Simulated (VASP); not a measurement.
# Al16ClO24 (a cell with a defect) in VASP: a series of runs

Runs on Al16ClO24 (a cell with a defect). Level: PBE. Tasks: single point.

Program: VASP 6.6.1. These are calculated values, not measurements. Logs are shortened: lines on timing, memory, paths and dates and some standing lists are left out, and cuts for length are marked.

## (1) The cell of the first run

The cell holds a defect, 41 atoms: a = 5.181 Å, b = 10.361 Å, c = 10.361 Å, α = 55.29°, β = 55.29°, γ = 55.29°.

## (2) Single point, PBE

INCAR reads:

```
SYSTEM = Al16ClO24
PREC = Accurate ; ENCUT = 520
EDIFF = 1E-6 ; ISMEAR = -1
SIGMA = 0.01 ; LREAL = Auto
LASPH = .True. ; NELM = 60
ALGO = Normal ; ISIF = 2
LWAVE = .False. ; LCHARG = .False.
GGA = PE ; NELECT = 200.0
NBANDS = 126
```

KPOINTS reads:

```
Automatic mesh
0
Gamma
  1 1 1
  0.25 0.25 0.25
```

POSCAR reads:

```
Al16ClO24
1.0
    2.4039417600      1.3879164200      4.3742070900
   -4.8078835200      2.7758328500      8.7484141900
    0.0000000000     -5.5516656900      8.7484141900
Al O Cl
16 24 1
Direct
    0.6459750461      0.3363021135      0.3214930306
    0.8476125381      0.4319539290      0.4237593538
    0.1372765056      0.0506864868      0.0565753684
    0.3311557865      0.1577925549      0.1729501315
    0.6578932156      0.3164718879      0.8177098753
    0.8461568687      0.4492749925      0.9226586363
    0.1355563780      0.0735849021      0.5643177176
    0.3496611692      0.1825241986      0.6616542403
    0.6301113889      0.8206039237      0.3328062917
    0.8493749565      0.9257757409      0.4335944015
    0.1304297876      0.5915365049      0.0728414009
    0.3495226279      0.6863148884      0.1781219660
    0.6556913853      0.8346300167      0.8219013019
    0.8437883924      0.9576665354      0.9281297327
    0.1437829938      0.5751907116      0.5773074658
    0.3526211405      0.6757638099      0.6808972774
    0.4510146114      0.0144106775      0.3830382331
    0.9518668218      0.1130352682      0.3271240928
    0.0242686918      0.3934640916      0.2191915966
    0.8102442999      0.1144607822     -0.0124805125
    0.2528616154      0.2937761680      0.4584548977
    0.5408702869      0.5141785693      0.1144480866
    0.4644817579      0.0400619303      0.8583456474
    0.9600543612      0.1400255992      0.7336152963
    0.0429080996      0.3744384749      0.7313852637
    0.7306004944      0.2385238814      0.5268577057
    0.2422216090      0.2892858438      0.9689100168
    0.5497314893      0.4750228399      0.6277671529
    0.4271674070      0.5387400833      0.3785539686
    0.9299840974      0.6314509483      0.2790673234
    0.0288378626      0.8709586089      0.2332046151
    0.7435643638      0.7376891330      0.0232315715
    0.2442447111      0.7727645741      0.4791950171
    0.4832165090      0.9553803303      0.1459989267
    0.4439650247      0.5310767310      0.8805444809
    0.9434377077      0.6337955757      0.7769656002
    0.0623721408      0.8755230813      0.7163696934
    0.7478223688      0.7168444092      0.5360800471
    0.2372892810      0.7995540232      0.9672264708
    0.5568263529      0.9734243983      0.6264238616
    1.6604886454      0.2475704729      0.1472211681
```

Potentials or basis: VASP PAW PBE potentials, release 64 (Al, O, Cl).

Command:

```console
$ cat potpaw_PBE.64/Al/POTCAR potpaw_PBE.64/O/POTCAR potpaw_PBE.64/Cl/POTCAR > POTCAR
$ mpirun -np 1 vasp_std > vasp.out
```

OUTCAR:

```text
SYSTEM = Al16ClO24
   PREC = Accurate
   ENCUT = 520
   EDIFF = 1E-6
   ISMEAR = -1
   LREAL = Auto
   LASPH = .True.
   NELM = 60
   ISIF = 2
   GGA = PE
   NELECT = 200.0

 ion  position               nearest neighbor table
   1  0.646  0.336  0.321-  21 1.84  19 1.89  18 1.91  26 1.96  29 1.99  22 2.00  41 2.40   2 2.61
                             8 2.75  12 2.80   4 2.82   6 3.24   2 3.28  10 3.35
   2  0.848  0.432  0.424-  21 1.85  30 1.86  28 1.90  26 1.93  19 1.96  29 2.00   1 2.61  11 2.82
                            15 2.82   7 2.85   9 3.18   5 3.20   1 3.28
   3  0.137  0.051  0.057-  23 1.78  31 1.81  20 1.84  34 1.97  41 2.22  27 2.38   4 2.80  14 2.83
                            12 2.91  10 2.99   6 3.17   8 3.17  13 3.17  14 3.23   4 3.26
   4  0.331  0.158  0.173-  18 1.80  34 1.91  27 1.91  17 2.03  20 2.08  19 2.18  41 2.20   9 2.74
                             3 2.80   1 2.82   5 2.88  14 3.14   7 3.25   3 3.26  10 3.33
   5  0.658  0.316  0.818-  28 1.85  27 1.88  24 1.89  20 1.90  25 1.96  35 2.15   8 2.77  16 2.87
                             4 2.88  14 2.90   6 2.91   2 3.20   6 3.27
   6  0.846  0.449  0.923-  36 1.77  27 1.88  22 1.91  35 1.96  25 2.03  41 2.22  15 2.75  11 2.86
                             5 2.91  13 3.15   3 3.17   1 3.24   5 3.27
   7  0.136  0.074  0.564-  24 1.80  17 1.80  37 1.83  26 1.89  40 2.12  21 2.18   8 2.74  10 2.84
                             2 2.85  14 2.89   8 3.20  16 3.21   4 3.25
   8  0.350  0.183  0.662-  26 1.85  23 1.91  25 1.93  24 1.94  40 1.95  21 1.95   7 2.74   1 2.75
                             5 2.77  13 2.82   3 3.17   7 3.20  15 3.24  14 3.36
   9  0.630  0.821  0.333-  30 1.83  33 1.83  34 1.91  17 1.92  31 1.95  38 2.03   4 2.74  10 2.76
                            16 2.78  12 2.87   2 3.18  10 3.18  14 3.25
  10  0.849  0.926  0.434-  18 1.83  40 1.83  33 1.86  17 1.98  31 2.01  38 2.03   9 2.76  15 2.80
                             7 2.84   3 2.99   9 3.18  13 3.20   4 3.33   1 3.35
  11  0.130  0.592  0.073-  32 1.85  35 1.89  19 1.90  30 1.95  22 2.01  39 2.03  12 2.71   2 2.82
                             6 2.86  14 2.91  41 3.00  12 3.19  16 3.22
  12  0.350  0.686  0.178-  22 1.78  31 1.81  29 1.86  32 1.89  39 2.06  30 2.07  11 2.71   1 2.80
                            13 2.85   9 2.87   3 2.91  11 3.19  15 3.24
  13  0.656  0.835  0.822-  40 1.86  36 1.88  39 1.91  37 1.92  32 1.93  23 1.93  16 2.80   8 2.82
                            14 2.83  12 2.85   6 3.15   3 3.17  10 3.20  14 3.28
  14  0.844  0.958  0.928-  39 1.84  24 1.89  20 1.93  34 1.94  23 2.03  32 2.15  37 2.24   3 2.83
                            13 2.83   7 2.89   5 2.90  11 2.91   4 3.14   3 3.23   9 3.25  13 3.28
  15  0.144  0.575  0.577-  29 1.83  38 1.84  25 1.91  33 1.93  28 1.98  36 2.00  16 2.70   6 2.75
                            10 2.80   2 2.82  16 3.23  12 3.24   8 3.24
  16  0.353  0.676  0.681-  37 1.84  38 1.84  35 1.88  36 1.96  28 1.98  33 2.00  15 2.70   9 2.78
                            13 2.80   5 2.87   7 3.21  11 3.22  15 3.23
  17  0.451  0.014  0.383-   7 1.80   9 1.92  10 1.98   4 2.03
  18  0.952  0.113  0.327-   4 1.80  10 1.83   1 1.91
  19  0.024  0.393  0.219-   1 1.89  11 1.90   2 1.96   4 2.18
  20  0.810  0.114  0.988-   3 1.84   5 1.90  14 1.93   4 2.08  41 2.27
  21  0.253  0.294  0.458-   1 1.84   2 1.85   8 1.95   7 2.18
  22  0.541  0.514  0.114-  12 1.78   6 1.91   1 2.00  11 2.01  41 2.31
  23  0.464  0.040  0.858-   3 1.78   8 1.91  13 1.93  14 2.03
  24  0.960  0.140  0.734-   7 1.80   5 1.89  14 1.89   8 1.94
  25  0.043  0.374  0.731-  15 1.91   8 1.93   5 1.96   6 2.03
  26  0.731  0.239  0.527-   8 1.85   7 1.89   2 1.93   1 1.96
  27  0.242  0.289  0.969-   5 1.88   6 1.88   4 1.91   3 2.38
  28  0.550  0.475  0.628-   5 1.85   2 1.90  16 1.98  15 1.98
[... 10 lines left out ...]
  39  0.237  0.800  0.967-  14 1.84  13 1.91  11 2.03  12 2.06
  40  0.557  0.973  0.626-  10 1.83  13 1.86   8 1.95   7 2.12
  41  0.660  0.248  0.147-   4 2.20   6 2.22   3 2.22  20 2.27  22 2.31   1 2.40  11 3.00

  LATTYP: Found a base centered monoclinic cell.
 ALAT       =    14.1357249055
 B/A-ratio  =     0.6802457681
 C/A-ratio  =     0.3664920511
 COS(beta)  =    -0.1016821385

  Lattice vectors:

 A1 = (   7.2118252800,  -1.3879164300,  -4.3742071000)
 A2 = (   2.4039417600,   6.9395821100,  -4.3742071000)
 A3 = (   2.4039417600,   1.3879164200,   4.3742070900)

Analysis of symmetry for initial positions (statically):
=====================================================================
 Subroutine PRICEL returns:
 Original cell was already a primitive cell.

 Routine SETGRP: Setting up the symmetry group for a
 base centered monoclinic supercell.

 Subroutine GETGRP returns: Found  1 space group operations
 (whereof  1 operations were pure point group operations)
 out of a pool of  4 trial point group operations.

The static configuration has the point symmetry C_1 .

Analysis of symmetry for dynamics (positions and initial velocities):
=====================================================================
 Subroutine PRICEL returns:
 Original cell was already a primitive cell.

 Routine SETGRP: Setting up the symmetry group for a
 base centered monoclinic supercell.

[... 114 lines left out ...]

Automatic generation of k-mesh.
 Grid dimensions read from file:
 generate k-points for:    1    1    1

 Generating k-lattice:

  Cartesian coordinates                     Fractional coordinates (reciprocal lattice)
     0.207991728  0.120084080  0.076204287     1.000000000  0.000000000  0.000000000
    -0.103995864  0.060042040  0.038102144    -0.000000000  1.000000000  0.000000000
    -0.000000000 -0.120084080  0.038102144     0.000000000  0.000000000  1.000000000

  Length of vectors
     0.251967932  0.125983966  0.125983966

  Shift w.r.t. Gamma in fractional coordinates (k-lattice)
     0.250000000  0.250000000  0.250000000

 Subroutine IBZKPT returns following result:
 ===========================================

 Found      1 irreducible k-points:

 Following reciprocal coordinates:
            Coordinates               Weight
  0.250000  0.250000  0.250000      2.000000
   k-points           NKPTS =      1   k-points in BZ     NKDIM =      1   number of bands    NBANDS=    126
   number of dos      NEDOS =    301   number of ions     NIONS =     41
   total plane-waves  NPLWV = 256000
   dimension x,y,z NGX =    40 NGY =   80 NGZ =   80
   dimension x,y,z NGXF=    80 NGYF=  160 NGZF=  160
   ions per type =              16  24   1
   NGX,Y,Z   is equivalent  to a cutoff of  12.84, 12.84, 12.84 a.u.
   NGXF,Y,Z  is equivalent  to a cutoff of  25.67, 25.67, 25.67 a.u.
 SYSTEM =  Al16ClO24
   PREC   = accura    normal or accurate (medium, high low for compatibility)
   ISTART =      0    job   : 0-new  1-cont  2-samecut
   ICHARG =      2    charge: 1-file 2-atom 10-const
   ISPIN  =      1    spin polarized calculation?
   LNONCOLLINEAR =      F non collinear calculations
   LSORBIT =      F    spin-orbit coupling
   LASPH  =      T    aspherical Exc in radial PAW
   ENCUT  =  520.0 eV  38.22 Ry    6.18 a.u.   9.63 19.27 19.27*2*pi/ulx,y,z
   NELM   =     60;   NELMIN=  2; NELMDL= -5     # of ELM steps
   EDIFF  = 0.1E-05   stopping-criterion for ELM
   LREAL  =      T    real-space projection
   EDIFFG = 0.1E-04   stopping-criterion for IOM
   NSW    =      0    number of steps for IOM
[... 5 lines left out ...]
   TEBEG  =    0.0;   TEEND  =   0.0 temperature during run
   PSTRESS=    0.0 pullay stress
   NELECT =     200.0000    total number of electrons
   NUPDOWN=      -1.0000    fix difference up-down
   EMIN   =  10.00;   EMAX   =-10.00  energy-range for DOS
   EFERMI =   0.00;   METHOD = LEGACY
   ISMEAR =    -1;   SIGMA  =   0.01  broadening in eV -4-tet -1-fermi 0-gaus
   EFERMI_NEDOS =   21; number of points for ismear=-14 and -15
   IALGO  =     38    algorithm
   IMIX   =      4    mixing-type and parameters
     AMIX     =   0.40;   BMIX     =  1.00
     AMIX_MAG =   1.60;   BMIX_MAG =  1.00
  volume/ion in A,a.u.               =       8.54        57.65
  Fermi-wavevector in a.u.,A,eV,Ry     =   1.358164  2.566558 25.097435  1.844609
  Thomas-Fermi vector in A             =   2.485021
   LORBIT       =      0    0 simple, 1 ext, 2 COOP (PROOUT), +10 PAW based schemes
   GGA     = PE    functional components
   LHFCALC =     F    Hartree Fock is set to
   AEXX    =    0.0000 exact exchange contribution
   IVDW    =     0    specifies the selected vdW correction
   LEPSILON=     F    determine dielectric tensor
   LRPA    =     F    only Hartree local field effects (RPA)
 non-spin polarized calculation
  energy-cutoff  :      520.00
  volume of cell :      350.27
 maximum number of plane-waves:      9444
 NGX is ok and might be reduce to    40
   NGX = 19   NGY = 39   NGZ = 39

 number of electron     199.9999998 magnetization

 Free energy of the ion-electron system (eV)
  ---------------------------------------------------
  ext. energy  EPLUGINS =         0.00000000
  ---------------------------------------------------
  free energy    TOTEN  =      -282.71408889 eV

  energy without entropy =     -282.71408889  energy(sigma->0) =     -282.71408889

 E-fermi :   8.1903     XC(G=0): -11.7957

 val. band max:        7.8548113980   @ k =   0.2500   0.2500   0.2500
 cond. band min:      13.0575963568   @ k =   0.2500   0.2500   0.2500
 fundamental gap:      5.2027849588
 Fermi energy:         8.1902626852

 k-point     1 :       0.2500    0.2500    0.2500
  band No.  band energies     occupation
      1     -12.7212      2.00000
      2     -11.8117      2.00000
      3     -11.7729      2.00000
      4     -11.5925      2.00000
      5     -11.5246      2.00000
      6     -11.3792      2.00000
[... 104 lines left out ...]
    111      15.9893      0.00000
    112      16.0853      0.00000
 [bands above 112 left out]

------------------------ aborting loop because EDIFF is reached ----------------------------------------

  FORCE on cell =-STRESS in cart. coord.  units (eV):
  Direction    XX          YY          ZZ          XY          YZ          ZX
  --------------------------------------------------------------------------------------
  -------------------------------------------------------------------------------------
  Total       39.2759868     45.6501004     39.6003967      1.7737299     -0.7224254     -7.9590429
  in kB      179.6552238    208.8115326    181.1391312      8.1133502     -3.3045001    -36.4060525
  external PRESSURE =     189.8686292 kB  Pullay stress =       0.0000000 kB

 VOLUME and BASIS-vectors are now :
 -----------------------------------------------------------------------------
  energy-cutoff  :      520.00
  volume of cell :      350.27
      direct lattice vectors                 reciprocal lattice vectors
     2.403941760  1.387916420  4.374207090     0.207991728  0.120084080  0.076204287
    -4.807883520  2.775832850  8.748414190    -0.103995864  0.060042040  0.038102144
     0.000000000 -5.551665690  8.748414190    -0.000000000 -0.120084080  0.038102144

 POSITION                                       TOTAL-FORCE (eV/Angst)
 -----------------------------------------------------------------------------------
     -0.06402      0.04526      8.58029        -0.000386      0.001373     -0.008910
     -0.03917      0.02288     11.19377         0.001745     -0.010419      0.011677
      0.08631      0.01714      1.53885        -0.010609     -0.005759      0.017372
      0.03743     -0.06254      4.34202        -0.003112      0.014706      0.032231
      0.05998     -2.74808     12.80005        -0.000163     -0.001534     -0.007905
     -0.12595     -2.70078     15.70351         0.015736     -0.026624     -0.009581
[... 33 lines left out ...]
     -3.34153     -0.00280     16.43181        -0.000058      0.000026     -0.002957
      0.39749      0.78659      6.34291        -0.001136      0.008186     -0.005704
 -----------------------------------------------------------------------------------
    total drift:                               -0.011195      0.000344      0.002472

  FREE ENERGIE OF THE ION-ELECTRON SYSTEM (eV)
  ---------------------------------------------------
  free  energy   TOTEN  =      -282.7140888903 eV

  energy  without entropy=     -282.7140888903  energy(sigma->0) =     -282.71408889
```

Wall time 3.8 min (1 thread of Oxide Virtual Turin-like, shared host); peak memory 0.5 GiB.

Results:

- Free energy: -282.7141 eV
- Largest force: 0.041 eV/Å

Forces on the atoms (eV/Å):
```
Al   0.000  0.001 -0.009
Al   0.002 -0.010  0.012
Al  -0.011 -0.006  0.017
Al  -0.003  0.015  0.032
Al   0.000 -0.002 -0.008
Al   0.016 -0.027 -0.010
Al  -0.008 -0.003 -0.007
Al   0.003 -0.007  0.013
Al  -0.008  0.002 -0.009
Al   0.007  0.007  0.004
Al   0.001  0.004 -0.006
Al  -0.004 -0.002  0.020
Al   0.002 -0.001 -0.012
Al   0.001  0.011 -0.012
Al   0.000 -0.001 -0.003
Al  -0.004 -0.002  0.003
O    0.002  0.013  0.001
O   -0.015  0.001 -0.015
O    0.015  0.015  0.000
O   -0.013 -0.013  0.005
O   -0.002  0.003 -0.008
O    0.032 -0.011 -0.023
O   -0.003  0.005  0.001
O   -0.006 -0.004  0.017
O   -0.004  0.004  0.003
O    0.003  0.002  0.001
O   -0.010 -0.001 -0.005
O    0.000  0.004 -0.002
O   -0.001  0.003 -0.001
O    0.000  0.000  0.004
O   -0.006 -0.007  0.003
O    0.002  0.000  0.001
O   -0.002 -0.002 -0.002
O    0.010  0.004  0.000
O    0.006 -0.002 -0.010
O   -0.004  0.003  0.006
O   -0.001  0.001  0.003
O    0.001 -0.002 -0.001
O    0.009 -0.003  0.002
O    0.000  0.000 -0.003
Cl  -0.001  0.008 -0.006
```

Caveat: the k points lie up to 1.22 Å⁻¹ apart, too coarse for converged energies, forces and pressures; the cell carries a net charge on a neutralising background, which shifts energy and pressure; the cell is charged against a uniform background, so pressure and absolute levels hang on convention.

## (3) Single point, PBE

INCAR reads:

```
SYSTEM = Al16ClO24
ALGO = Normal
EDIFF = 1E-7
ENCUT = 520
GGA = PE
ISIF = 2
ISMEAR = -1
LASPH = .TRUE.
LCHARG = .TRUE.
LELF = .TRUE.
LREAL = Auto
LVHAR = .TRUE.
LWAVE = .FALSE.
NBANDS = 126
NELECT = 200.0
NELM = 80
PREC = Accurate
SIGMA = 0.01
```

KPOINTS reads:

```
Automatic mesh
0
Gamma
  2 2 2
  0.5 0.5 0.5
```

POSCAR reads:

```
Al16ClO24
1.0
    2.4039417600      1.3879164200      4.3742070900
   -4.8078835200      2.7758328500      8.7484141900
    0.0000000000     -5.5516656900      8.7484141900
Al O Cl
16 24 1
Direct
    0.6313348400      0.3261369100      0.3391682900
    0.8504714500      0.4313707400      0.4339571900
    0.1587930100      0.0709154900      0.0641307700
    0.3469673800      0.1759274600      0.1969447900
    0.6383013600      0.3098341200      0.7983515300
    0.8319202400      0.4261988600      0.9055735300
    0.1565965800      0.0751845200      0.5822897000
    0.3447950700      0.1813782700      0.7053211600
    0.6447037500      0.8305392600      0.3228484900
    0.8535572700      0.9340964000      0.4234181800
    0.1468135100      0.5747147400      0.0839657700
    0.3484499000      0.6770121700      0.1796718400
    0.6365555500      0.8175382400      0.8212238000
    0.8505461000      0.9149437900      0.9301914300
    0.1310602600      0.5860585000      0.5682738300
    0.3503255800      0.6868759400      0.6734136900
    0.4443189600      0.0302152700      0.3814641400
    0.9447927200      0.1337872600      0.2788144100
    0.0417379900      0.3677260700      0.2618281000
    0.7431527700      0.2221620900      0.0369540300
    0.2444897300      0.2764804400      0.4853541200
    0.5251998900      0.4724500500      0.1410786500
    0.4608826400     -0.0131746500      0.8877057000
    0.9654265800      0.1115981900      0.7877240400
   -0.0157677100      0.3992011500      0.7031155500
    0.7382591700      0.2204577500      0.5472166100
    0.3113533700      0.2407037500      0.8621496500
    0.5298759600      0.4864264700      0.6186102100
    0.4308726700      0.5323131500      0.3791332500
    0.9280947500      0.6318008200      0.2863915200
    0.0505937700      0.8810210400      0.2226938100
    0.7537482800      0.7117241100      0.0414426800
    0.2487378000      0.7893224900      0.4645183600
    0.5437443800      0.9846509900      0.1220927100
    0.4527642000      0.5803793200      0.8606702900
    0.9520113200      0.6362793100      0.7620622700
    0.0576850000      0.8796955200      0.7211096100
    0.7451973200      0.7324327700      0.5204191300
    0.2315182000      0.7800899200      0.9861703500
    0.5633007400      0.9696160200      0.6231849000
    1.1613757000      0.4004775700     -0.0047570200
```

Potentials or basis: VASP PAW PBE potentials, release 64 (Al, O, Cl).

Command:

```console
$ cat potpaw_PBE.64/Al/POTCAR potpaw_PBE.64/O/POTCAR potpaw_PBE.64/Cl/POTCAR > POTCAR
$ mpirun -np 1 vasp_std > vasp.out
```

Run time: 14 min. Hardware: 1 thread of Oxide Virtual Turin-like, shared host; peak memory 0.56 GiB.

It converged, with:

```
Free energy   : -282.8798 eV
Largest force : 0.084 eV/Å
```

Forces on the atoms (eV/Å):
```
Al   0.005 -0.001 -0.015
Al  -0.007  0.000  0.033
Al  -0.003 -0.001 -0.005
Al  -0.017  0.027  0.001
Al   0.001 -0.003  0.023
Al   0.000 -0.010  0.026
Al   0.007  0.001 -0.011
Al  -0.007  0.006 -0.047
Al   0.003  0.002 -0.006
Al  -0.016 -0.004  0.016
Al   0.017  0.007  0.010
Al  -0.006  0.009  0.000
Al  -0.006 -0.010 -0.014
Al  -0.003  0.011  0.019
Al   0.005 -0.012 -0.015
Al   0.006 -0.008  0.009
O    0.013 -0.012  0.003
O    0.003  0.010  0.005
O    0.015 -0.003 -0.034
O   -0.018  0.009 -0.004
O    0.008 -0.009  0.002
O    0.016 -0.012  0.001
O    0.007 -0.047  0.069
O    0.009 -0.006  0.009
O    0.003  0.010 -0.023
O   -0.015  0.009 -0.002
O   -0.005  0.019  0.038
O   -0.006  0.003 -0.005
O   -0.016  0.009  0.003
O   -0.009  0.009  0.000
O    0.009 -0.007 -0.008
O    0.012  0.020 -0.028
O    0.012 -0.002 -0.006
O   -0.009  0.013 -0.033
O   -0.017 -0.001  0.000
O   -0.001 -0.004  0.009
O    0.002  0.016 -0.012
O    0.001 -0.006 -0.005
O    0.007 -0.008 -0.001
O    0.004  0.010  0.002
Cl  -0.004 -0.034 -0.002
```

Levels at points of the mesh, in eV from the Fermi level:
| k point | band 96 | band 97 | band 98 | band 99 | band 100 | band 101 | band 102 | band 103 | band 104 | band 105 |
| --- | --- | --- | --- | --- | --- | --- | --- | --- | --- | --- |
| (0.25, 0.25, 0.25) | -1.69 | -1.52 | -1.25 | -0.80 | -0.31 | 4.90 | 5.82 | 6.08 | 6.60 | 7.06 |

Caveat: the k points lie up to 0.61 Å⁻¹ apart; the cell carries a net charge on a neutralising background, which shifts energy and pressure; the cell is charged against a uniform background, so pressure and absolute levels hang on convention.
